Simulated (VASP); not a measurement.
Set up this calculation in VASP 6.6.1, as the native input.

```
Task                   : single point
Functional             : r2SCAN
Dispersion             : D3(BJ)
Potentials or basis    : VASP PAW PBE potentials, release 64 (O, H, Cl)
Cutoff                 : 520 eV
k mesh                 : 1 × 1 × 1
Occupations            : fermi-dirac, width 0.02 eV
Spin                   : no spin polarisation
Dipole correction      : no
Further INCAR settings : ALGO = Normal; EDIFF = 1e-06; NBANDS = 33
```

The system is H9ClO4.

```
CELL_PARAMETERS angstrom
6.05778 0.00000 0.00000
0.00000 6.05778 0.00000
0.00000 0.00000 6.05778
ATOMIC_POSITIONS crystal
O 0.43939 0.13071 0.20699
O 0.55451 0.39368 0.80533
O 0.12029 0.30320 0.47633
O 0.79265 0.05354 0.91240
H 0.47692 0.97557 0.21594
H 0.32340 0.15194 0.31115
H 0.67594 0.29422 0.81669
H 0.45660 0.34470 0.90578
H 0.27320 0.34795 0.53310
H 0.02351 0.25942 0.60342
H 0.78765 0.90206 0.86784
H 0.83739 0.04776 0.06813
H 0.39543 0.63639 0.74654
Cl 0.33905 0.82562 0.65798
```

The input as run:

POSCAR

```
H9ClO4
1.0
    6.0577750000      0.0000000000      0.0000000000
    0.0000000000      6.0577750000      0.0000000000
    0.0000000000      0.0000000000      6.0577750000
O H Cl
4 9 1
Direct
    0.4393857481      0.1307080570      0.2069901903
    0.5545105257      0.3936758959      0.8053286892
    0.1202916913      0.3031971310      0.4763300057
    0.7926507670      1.0535386342      0.9123977038
    0.4769242833     -0.0244314125      0.2159373697
    0.3234025694      0.1519369736      0.3111538477
    0.6759412491      0.2942169361      0.8166859944
    0.4566032908      0.3446975168      0.9057781116
    0.2732026198      0.3479495359      0.5331000243
    0.0235069807      0.2594186810      0.6034228739
    0.7876489305      0.9020638766      0.8678433913
    0.8373866642      1.0477609353      1.0681314509
    0.3954257132      0.6363887731      0.7465447297
    0.3390518796      0.8256166662      0.6579808593
```

INCAR.step1

```
ALGO     = Normal         # electronic algorithm
EDIFF    = 1E-4           # SCF threshold, eV
ENCUT    = 520            # plane-wave cutoff, eV
GGA      = PE             # functional
ISMEAR   = -1             # smearing method
LASPH    = True           # aspherical terms in the spheres
LCHARG   = False          # write CHGCAR
LREAL    = False          # projectors in reciprocal space
LWAVE    = True           # write WAVECAR
NBANDS   = 33             # bands
NELM     = 80             # most SCF steps
PREC     = Accurate       # precision mode
SIGMA    = 0.02           # smearing width, eV
```

INCAR.step2

```
ALGO     = Normal         # electronic algorithm
EDIFF    = 1E-6           # SCF threshold, eV
ENCUT    = 520            # plane-wave cutoff, eV
ISIF     = 2              # what is computed and relaxed
ISMEAR   = -1             # smearing method
ISTART   = 1            
IVDW     = 12             # dispersion correction
LASPH    = True           # aspherical terms in the spheres
LCHARG   = False          # write CHGCAR
LMIXTAU  = True         
LREAL    = False          # projectors in reciprocal space
LWAVE    = False          # write WAVECAR
METAGGA  = R2SCAN         # meta-GGA
NBANDS   = 33             # bands
NELM     = 80             # most SCF steps
PREC     = Accurate       # precision mode
SIGMA    = 0.02           # smearing width, eV
VDW_A1   = 0.49484001   
VDW_A2   = 5.73083694   
VDW_S6   = 1.0          
VDW_S8   = 0.78981345
```

KPOINTS

```
k-points
0
Gamma
  1 1 1
```

Potentials or basis: VASP PAW PBE potentials, release 64 (O, H, Cl).

Launch:

```console
$ cat potpaw_PBE.64/O/POTCAR potpaw_PBE.64/H/POTCAR potpaw_PBE.64/Cl/POTCAR > POTCAR
$ cp INCAR.step1 INCAR
$ mpirun -np 1 vasp_gam > vasp.out
$ cp INCAR.step2 INCAR
$ mpirun -np 1 vasp_gam > vasp.out
```

It gave:

| Property | Result |
| --- | --- |
| Pressure | 0.2 GPa |
| Largest force | 4.533 eV/Å |
| Dispersion energy per atom | -0.014 eV |

Caveat: the k points lie up to 1.04 Å⁻¹ apart, too coarse for converged energies, forces and pressures; the PAW data sets were made with another functional, which shifts forces and pressure a little.

It took 66 s on 1 thread of Intel(R) Xeon(R) Platinum 8259CL CPU @ 2.50GHz (Skylake/Cascade Lake), on a shared host, peak memory 0.33 GiB.
